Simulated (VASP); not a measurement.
# NbSi (Fm-3m) in VASP: a series of runs

NbSi is run at these levels: LDA+U; tasks: single point.

All numbers are computed with VASP 6.6.1; they aren't measurements. Logs are shortened: lines on timing, memory, paths and dates and some standing lists are left out, and cuts for length are marked.

## Step 1: The cell of the first run

Symmetry: Fm-3m, No. 225, cubic system. The conventional cell has a = 5.148 Å, b = 5.148 Å, c = 5.148 Å, α = 90.00°, β = 90.00°, γ = 90.00°. Within 3.4 Å of Nb (site symmetry m-3m) lie 6 Si at 2.57 Å. Si (site symmetry m-3m) has 6 Nb at 2.57 Å within 3.4 Å.

## Step 2: Single point, LDA+U

The input, POSCAR:

```
NbSi
1.0
    0.0000000000      2.5738300000      2.5738300000
    2.5738300000      0.0000000000      2.5738300000
    2.5738300000      2.5738300000      0.0000000000
Nb Si
1 1
Direct
    0.0000000000      0.0000000000      0.0000000000
    0.5000000000      0.5000000000      0.5000000000
```

The input, INCAR.step1:

```
SYSTEM = NbSi
  PREC = Accurate
  ENCUT = 520
  EDIFF = 1E-6
  ISMEAR = -1
  SIGMA = 0.05
  LREAL = .False.
  LASPH = .True.
  NELM = 150
  ALGO = Normal
  ISIF = 2
  LWAVE = .False.
  LCHARG = .True.
  LMAXMIX = 4
  LDAU = .True.
  LDAUTYPE = 2
  LDAUL = 2 -1
  LDAUU = 4 0
  LDAUJ = 0 0
  LDAUPRINT = 1
  GGA = CA
  NBANDS = 16
```

The input, KPOINTS.step1:

```
Automatic mesh
0
Gamma
  9 9 9
  0 0 0
```

The input, INCAR.step2:

```
SYSTEM = NbSi
  PREC = Accurate
  ENCUT = 520
  EDIFF = 1E-6
  ISMEAR = -5
  SIGMA = 0.05
  LREAL = .False.
  LASPH = .True.
  NELM = 150
  ALGO = Normal
  ISIF = 2
  LWAVE = .False.
  LCHARG = .False.
  LMAXMIX = 4
  LDAU = .True.
  LDAUTYPE = 2
  LDAUL = 2 -1
  LDAUU = 4 0
  LDAUJ = 0 0
  LDAUPRINT = 1
  GGA = CA
  LORBIT = 11
  NBANDS = 16
  NEDOS = 2001
  ICHARG = 11
```

The input, KPOINTS.step2:

```
Automatic mesh
0
Gamma
  14 14 14
  0 0 0
```

Potentials or basis: VASP PAW LDA potentials, release 64 (Nb_sv, Si).

The run is started by

```
cat potpaw_LDA.64/Nb_sv/POTCAR potpaw_LDA.64/Si/POTCAR > POTCAR
cp INCAR.step1 INCAR
cp KPOINTS.step1 KPOINTS
mpirun -np 1 vasp_std > vasp.out
cp INCAR.step2 INCAR
cp KPOINTS.step2 KPOINTS
mpirun -np 1 vasp_std > vasp.out
```

OUTCAR:

```text
SYSTEM = NbSi
   PREC = Accurate
   ENCUT = 520
   EDIFF = 1E-6
   ISMEAR = -5
   LREAL = .False.
   LASPH = .True.
   NELM = 150
   ISIF = 2
   GGA = CA
   LORBIT = 11
   ICHARG = 11

 ion  position               nearest neighbor table
   1  0.000  0.000  0.000-   2 2.57   2 2.57   2 2.57   2 2.57   2 2.57   2 2.57
   2  0.500  0.500  0.500-   1 2.57   1 2.57   1 2.57   1 2.57   1 2.57   1 2.57

  LATTYP: Found a face centered cubic cell.
 ALAT       =     5.1476600000

  Lattice vectors:

 A1 = (   0.0000000000,   2.5738300000,   2.5738300000)
 A2 = (   2.5738300000,   0.0000000000,   2.5738300000)
 A3 = (   2.5738300000,   2.5738300000,   0.0000000000)

Analysis of symmetry for initial positions (statically):
=====================================================================
 Subroutine PRICEL returns:
 Original cell was already a primitive cell.

 Routine SETGRP: Setting up the symmetry group for a
 face centered cubic supercell.

 Subroutine GETGRP returns: Found 48 space group operations
 (whereof 48 operations were pure point group operations)
 out of a pool of 48 trial point group operations.

The static configuration has the point symmetry O_h .

Analysis of symmetry for dynamics (positions and initial velocities):
=====================================================================
 Subroutine PRICEL returns:
 Original cell was already a primitive cell.

 Routine SETGRP: Setting up the symmetry group for a
 face centered cubic supercell.

 Subroutine GETGRP returns: Found 48 space group operations
 (whereof 48 operations were pure point group operations)
 out of a pool of 48 trial point group operations.

The dynamic configuration has the point symmetry O_h .

 Subroutine INISYM returns: Found 48 space group operations
 (whereof 48 operations are pure point group operations),
 and found     1 'primitive' translations

----------------------------------------------------------------------------------------

                                     Primitive cell

  volume of cell :      34.1012

  direct lattice vectors                    reciprocal lattice vectors
     0.000000000  2.573830000  2.573830000    -0.194263024  0.194263024  0.194263024
     2.573830000  0.000000000  2.573830000     0.194263024 -0.194263024  0.194263024
     2.573830000  2.573830000  0.000000000     0.194263024  0.194263024 -0.194263024

  length of vectors
     3.639945293  3.639945293  3.639945293     0.336473428  0.336473428  0.336473428

  position of ions in fractional coordinates (direct lattice)
     0.000000000  0.000000000  0.000000000
     0.500000000  0.500000000  0.500000000

  ion indices of the primitive-cell ions
   primitive index   ion index
                 1           1
                 2           2

----------------------------------------------------------------------------------------

 KPOINTS: Automatic mesh

Automatic generation of k-mesh.
 Grid dimensions read from file:
 generate k-points for:   14   14   14

 Generating k-lattice:

  Cartesian coordinates                     Fractional coordinates (reciprocal lattice)
    -0.013875930  0.013875930  0.013875930     0.071428571  0.000000000  0.000000000
     0.013875930 -0.013875930  0.013875930     0.000000000  0.071428571  0.000000000
     0.013875930  0.013875930 -0.013875930     0.000000000  0.000000000  0.071428571

  Length of vectors
     0.024033816  0.024033816  0.024033816

  Shift w.r.t. Gamma in fractional coordinates (k-lattice)
     0.000000000  0.000000000  0.000000000

 TETIRR: Found    389 inequivalent tetrahedra from    16464

 Subroutine IBZKPT returns following result:
 ===========================================

 Found    104 irreducible k-points:

 Following reciprocal coordinates:
            Coordinates               Weight
  0.000000  0.000000  0.000000      1.000000
  0.071429  0.000000  0.000000      8.000000
  0.142857  0.000000  0.000000      8.000000
  0.214286  0.000000  0.000000      8.000000
  0.285714  0.000000  0.000000      8.000000
  0.357143  0.000000  0.000000      8.000000
[... 16 lines left out ...]
  0.214286  0.142857  0.000000     24.000000
  0.285714  0.142857  0.000000     24.000000
 [... further k-points ...]
   k-points           NKPTS =    104   k-points in BZ     NKDIM =    104   number of bands    NBANDS=     16
   number of dos      NEDOS =   2001   number of ions     NIONS =      2
   total plane-waves  NPLWV =  21952
   dimension x,y,z NGX =    28 NGY =   28 NGZ =   28
   dimension x,y,z NGXF=    56 NGYF=   56 NGZF=   56
   ions per type =               1   1
   NGX,Y,Z   is equivalent  to a cutoff of  12.79, 12.79, 12.79 a.u.
   NGXF,Y,Z  is equivalent  to a cutoff of  25.58, 25.58, 25.58 a.u.
 SYSTEM =  NbSi
   PREC   = accura    normal or accurate (medium, high low for compatibility)
   ISTART =      0    job   : 0-new  1-cont  2-samecut
   ICHARG =     11    charge: 1-file 2-atom 10-const
[... 73 lines left out ...]
  o =  0.1740  v =  0.0000  0.0000  0.0000  0.0000  0.0000  0.0000  0.4326  0.0000 -0.9016 -0.0000      0.0000  0.0000  0.0000  0.0000  0.0000  0.0000  0.0000  0.0000  0.0000  0.0000
  o =  0.1740  v =  0.0000  0.4326  0.0000 -0.9016 -0.0000  0.0000  0.0000  0.0000  0.0000  0.0000      0.0000  0.0000  0.0000  0.0000  0.0000  0.0000  0.0000  0.0000  0.0000  0.0000
  o =  0.3051  v =  0.0000  0.0000  0.0000  0.0000  0.0000  0.0000 -0.0000 -1.0000 -0.0000 -0.0000      0.0000  0.0000  0.0000  0.0000  0.0000  0.0000  0.0000  0.0000  0.0000  0.0000
  o =  0.3051  v =  0.0000 -0.0000 -1.0000 -0.0000 -0.0000  0.0000  0.0000  0.0000  0.0000  0.0000      0.0000  0.0000  0.0000  0.0000  0.0000  0.0000  0.0000  0.0000  0.0000  0.0000
  o =  0.3051  v =  0.0000  0.0000  0.0000  0.0000  0.0000  0.0000  0.0000  0.0000 -0.0000 -1.0000      0.0000  0.0000  0.0000  0.0000  0.0000  0.0000  0.0000  0.0000  0.0000  0.0000
  o =  0.3051  v =  0.0000  0.0000  0.0000 -0.0000 -1.0000  0.0000  0.0000  0.0000  0.0000  0.0000      0.0000  0.0000  0.0000  0.0000  0.0000  0.0000  0.0000  0.0000  0.0000  0.0000

 number of electron      17.0000002 magnetization

 Free energy of the ion-electron system (eV)
  ---------------------------------------------------
  ext. energy  EPLUGINS =         0.00000000
  ---------------------------------------------------
  free energy    TOTEN  =       -14.10061321 eV

  energy without entropy =      -14.10061321  energy(sigma->0) =      -14.10061321

 E-fermi :  10.5407     XC(G=0): -11.7745

 val. band max:       10.5119412941   @ k =   0.5000   0.2857   0.0714
 cond. band min:      10.4992133986   @ k =  -0.3571   0.4286   0.0714
 fundamental gap:     -0.0127278955
 Fermi energy:        10.5407000000

 k-point     1 :       0.0000    0.0000    0.0000
  band No.  band energies     occupation
      1     -45.3794      2.00000
      2     -21.5219      2.00000
      3     -21.5219      2.00000
      4     -21.5219      2.00000
      5      -0.4328      2.00000
      6       9.3668      2.00000
[... 8 lines left out ...]
     15      19.5345      0.00000
     16      23.8662      0.00000

 k-point     2 :       0.0714    0.0000    0.0000
  band No.  band energies     occupation
      1     -45.3785      2.00000
      2     -21.5321      2.00000
      3     -21.5232      2.00000
      4     -21.5232      2.00000
      5      -0.3344      2.00000
      6       9.1566      2.00000
[... 8 lines left out ...]
     15      19.8317      0.00000
     16      23.2910      0.00000

 k-point     3 :       0.1429    0.0000    0.0000
  band No.  band energies     occupation
      1     -45.3762      2.00000
      2     -21.5609      2.00000
      3     -21.5268      2.00000
      4     -21.5268      2.00000
      5      -0.0442      2.00000
      6       8.5797      2.00000
[... 8 lines left out ...]
     15      20.4188      0.00000
     16      22.5785      0.00000
[... 362 lines left out ...]
 k-point    23 :       0.2143    0.1429    0.0000
  band No.  band energies     occupation
      1     -45.3727      2.00000
      2     -21.5855      2.00000
      3     -21.5424      2.00000
      4     -21.5406      2.00000
      5       0.3905      2.00000
      6       7.5533      2.00000
[... 8 lines left out ...]
     15      20.5508      0.00000
     16      21.3220      0.00000

 k-point    24 :       0.2857    0.1429    0.0000
  band No.  band energies     occupation
      1     -45.3694      2.00000
      2     -21.6224      2.00000
      3     -21.5491      2.00000
      4     -21.5464      2.00000
      5       0.8659      2.00000
      6       6.9717      2.00000
[... 8 lines left out ...]
     15      20.1019      0.00000
     16      20.6089      0.00000

 [... further k-points ...]

------------------------ aborting loop because EDIFF is reached ----------------------------------------

  FORCE on cell =-STRESS in cart. coord.  units (eV):
  Direction    XX          YY          ZZ          XY          YZ          ZX
  --------------------------------------------------------------------------------------
  -------------------------------------------------------------------------------------
  Total       -0.5869372     -0.5869372     -0.5869372      0.0000000      0.0000000     -0.0000000
  in kB      -27.5760875    -27.5760875    -27.5760875      0.0000000      0.0000000     -0.0000000
  external PRESSURE =     -27.5760875 kB  Pullay stress =       0.0000000 kB

 VOLUME and BASIS-vectors are now :
 -----------------------------------------------------------------------------
  energy-cutoff  :      520.00
  volume of cell :       34.10
      direct lattice vectors                 reciprocal lattice vectors
     0.000000000  2.573830000  2.573830000    -0.194263024  0.194263024  0.194263024
     2.573830000  0.000000000  2.573830000     0.194263024 -0.194263024  0.194263024
     2.573830000  2.573830000  0.000000000     0.194263024  0.194263024 -0.194263024

 POSITION                                       TOTAL-FORCE (eV/Angst)
 -----------------------------------------------------------------------------------
      0.00000      0.00000      0.00000         0.000000      0.000000     -0.000000
      2.57383      2.57383      2.57383        -0.000000     -0.000000      0.000000
 -----------------------------------------------------------------------------------
    total drift:                               -0.000000      0.000000      0.000000

  FREE ENERGIE OF THE ION-ELECTRON SYSTEM (eV)
  ---------------------------------------------------
  free  energy   TOTEN  =       -14.1006132098 eV

  energy  without entropy=      -14.1006132098  energy(sigma->0) =      -14.10061321

 total charge

# of ion       s       p       d       tot
------------------------------------------
    1        2.160   6.014   2.228  10.402
    2        0.791   1.004   0.000   1.795
--------------------------------------------------
tot          2.952   7.018   2.228  12.198
```

Run time: 86 s. Hardware: 1 thread of AMD EPYC 7R13, shared host; peak memory 0.14 GiB.

What came out:

| Quantity | Value |
| --- | --- |
| Valence electrons inside the program's atomic spheres | Nb 10.40; Si 1.79 |

Levels at points of the mesh, in eV from the Fermi level:
| k point | band 5 | band 6 | band 7 | band 8 | band 9 | band 10 | band 11 | band 12 |
| --- | --- | --- | --- | --- | --- | --- | --- | --- |
| (0.00, 0.00, 0.00) | -10.97 | -1.17 | -1.17 | -1.17 | -0.85 | -0.85 | 2.14 | 2.14 |
| (0.50, 0.00, 0.00) | -7.48 | -6.18 | -3.33 | -3.33 | 1.45 | 1.45 | 2.55 | 4.03 |
| (0.50, 0.50, 0.00) | -8.61 | -3.81 | -3.19 | -0.27 | -0.27 | 0.23 | 2.20 | 2.20 |

Eigenvalues of the final occupation matrices:
| site | spin | trace | eigenvalues |
| --- | --- | --- | --- |
| site 1 d | 1 | 1.13 | 0.17 0.17 0.17 0.31 0.31 |
| site 1 d | 2 | 1.13 | 0.17 0.17 0.17 0.31 0.31 |

Caveat: U without spin polarisation on a metal has little footing; the U is typed as a test and isn't derived for this compound; tetrahedron occupations give inexact forces and stress in metals.

## Step 3: Single point, LDA+U

POSCAR is that of step 2.

The input, INCAR.step1:

```
SYSTEM = NbSi
PREC     = Accurate       ! precision mode
ENCUT    = 520            ! plane-wave cutoff, eV
EDIFF    = 1E-7           ! SCF threshold, eV
ISMEAR   = -1             ! smearing method
SIGMA    = 0.05           ! smearing width, eV
LREAL    = .FALSE.        ! projectors in reciprocal space
LASPH    = .TRUE.         ! aspherical terms in the spheres
NELM     = 150            ! most SCF steps
ALGO     = Normal         ! electronic algorithm
ISIF     = 2              ! what is computed and relaxed
LWAVE    = .FALSE.        ! write WAVECAR
LCHARG   = .TRUE.         ! write CHGCAR
LMAXMIX  = 4              ! l up to which the mixer works
LDAU     = .TRUE.         ! DFT+U
LDAUTYPE = 2            
LDAUL    = 2 -1           ! shell
LDAUU    = 6 0            ! U, eV
LDAUJ    = 0 0          
LDAUPRINT= 1            
GGA      = CA             ! functional
NBANDS   = 16             ! bands
```

The input, KPOINTS.step1:

```
Automatic mesh
0
G
  9 9 9
  0 0 0
```

The input, INCAR.step2:

```
SYSTEM = NbSi
PREC     = Accurate       ! precision mode
ENCUT    = 520            ! plane-wave cutoff, eV
EDIFF    = 1E-7           ! SCF threshold, eV
ISMEAR   = -5             ! smearing method
SIGMA    = 0.05           ! smearing width, eV
LREAL    = .FALSE.        ! projectors in reciprocal space
LASPH    = .TRUE.         ! aspherical terms in the spheres
NELM     = 150            ! most SCF steps
ALGO     = Normal         ! electronic algorithm
ISIF     = 2              ! what is computed and relaxed
LWAVE    = .FALSE.        ! write WAVECAR
LCHARG   = .FALSE.        ! write CHGCAR
LMAXMIX  = 4              ! l up to which the mixer works
LDAU     = .TRUE.         ! DFT+U
LDAUTYPE = 2            
LDAUL    = 2 -1           ! shell
LDAUU    = 6 0            ! U, eV
LDAUJ    = 0 0          
LDAUPRINT= 1            
GGA      = CA             ! functional
LORBIT   = 11             ! projections on sites
NBANDS   = 16             ! bands
NEDOS    = 2001           ! points of the DOS
ICHARG   = 11             ! starting density
```

The input, KPOINTS.step2:

```
Automatic mesh
0
G
  14 14 14
  0 0 0
```

Potentials or basis: VASP PAW LDA potentials, release 64 (Nb_sv, Si).

The run is started by

```
cat potpaw_LDA.64/Nb_sv/POTCAR potpaw_LDA.64/Si/POTCAR > POTCAR
cp INCAR.step1 INCAR
cp KPOINTS.step1 KPOINTS
mpirun -np 1 vasp_std > vasp.out
cp INCAR.step2 INCAR
cp KPOINTS.step2 KPOINTS
mpirun -np 1 vasp_std > vasp.out
```

Wall time 80 s (1 thread of AMD EPYC 7R13, shared host); peak memory 0.14 GiB.

Results (log left out):

```yaml
Valence_electrons_inside_the_program's_atomic_spheres: Nb 10.27; Si 1.81
```

Levels at points of the mesh, in eV from the Fermi level:
```
           k point  band 4  band 5  band 6  band 7  band 8  band 9  band 10  band 11  band 12  band 13
(0.00, 0.00, 0.00)  -32.56  -11.15   -1.11   -1.11   -1.11   -0.91    -0.91     2.00     2.00     2.00
(0.50, 0.00, 0.00)  -32.58   -7.64   -6.33   -3.40   -3.40    1.58     1.58     2.61     3.85     6.33
(0.50, 0.50, 0.00)  -32.63   -8.72   -4.01   -3.19   -0.44   -0.44     0.19     2.38     2.38     2.40
```

Eigenvalues of the final occupation matrices:
| site | spin | trace | eigenvalues |
| --- | --- | --- | --- |
| site 1 d | 1 | 1.06 | 0.16 0.16 0.16 0.29 0.29 |
| site 1 d | 2 | 1.06 | 0.16 0.16 0.16 0.29 0.29 |

Caveat: U without spin polarisation on a metal has little footing; the U is typed as a test and isn't derived for this compound; tetrahedron occupations give inexact forces and stress in metals.

## Step 4: Single point, LDA+U

POSCAR is that of step 3.

The input, INCAR.step1:

```
SYSTEM = NbSi
PREC = Accurate
ENCUT = 520
EDIFF = 1E-6
ISMEAR = -1
SIGMA = 0.05
LREAL = .False.
LASPH = .True.
NELM = 150
ALGO = Normal
ISIF = 2
LWAVE = .False.
LCHARG = .True.
LMAXMIX = 4
LDAU = .True.
LDAUTYPE = 2
LDAUL = 2 -1
LDAUU = 8 0
LDAUJ = 0 0
LDAUPRINT = 1
NBANDS = 16
```

The input, KPOINTS.step1:

```
regular mesh
0
Gamma
  9 9 9
  0 0 0
```

The input, INCAR.step2:

```
SYSTEM = NbSi
PREC = Accurate
ENCUT = 520
EDIFF = 1E-6
ISMEAR = -5
SIGMA = 0.05
LREAL = .False.
LASPH = .True.
NELM = 150
ALGO = Normal
ISIF = 2
LWAVE = .False.
LCHARG = .False.
LMAXMIX = 4
LDAU = .True.
LDAUTYPE = 2
LDAUL = 2 -1
LDAUU = 8 0
LDAUJ = 0 0
LDAUPRINT = 1
LORBIT = 10
NEDOS = 1001
ICHARG = 11
```

The input, KPOINTS.step2:

```
regular mesh
0
Gamma
  14 14 14
  0 0 0
```

The run is started by

```
cat potpaw_LDA.64/Nb_sv/POTCAR potpaw_LDA.64/Si/POTCAR > POTCAR
cp INCAR.step1 INCAR
cp KPOINTS.step1 KPOINTS
mpirun -np 1 vasp_std > vasp.out
cp INCAR.step2 INCAR
cp KPOINTS.step2 KPOINTS
mpirun -np 1 vasp_std > vasp.out
```

Wall time 80 s (1 thread of AMD EPYC 7R13, shared host); peak memory 0.14 GiB.

The run converged. Its results:

| Property | Result |
| --- | --- |
| Valence electrons inside the program's atomic spheres | Nb 10.16; Si 1.82 |

Levels at points of the mesh, in eV from the Fermi level:
| k point | band 4 | band 5 | band 6 | band 7 | band 8 | band 9 | band 10 | band 11 | band 12 |
| --- | --- | --- | --- | --- | --- | --- | --- | --- | --- |
| (0.00, 0.00, 0.00) | -33.08 | -11.33 | -1.06 | -1.06 | -1.06 | -0.95 | -0.95 | 1.86 | 1.86 |
| (0.50, 0.00, 0.00) | -33.10 | -7.79 | -6.48 | -3.46 | -3.46 | 1.71 | 1.71 | 2.67 | 3.68 |
| (0.50, 0.50, 0.00) | -33.15 | -8.82 | -4.20 | -3.20 | -0.61 | -0.61 | 0.15 | 2.43 | 2.56 |

Eigenvalues of the final occupation matrices:
| site | spin | trace | eigenvalues |
| --- | --- | --- | --- |
| site 1 d | 1 | 0.99 | 0.14 0.14 0.14 0.28 0.28 |
| site 1 d | 2 | 0.99 | 0.14 0.14 0.14 0.28 0.28 |

Caveat: U without spin polarisation on a metal has little footing; the U is typed as a test and isn't derived for this compound; tetrahedron occupations give inexact forces and stress in metals.
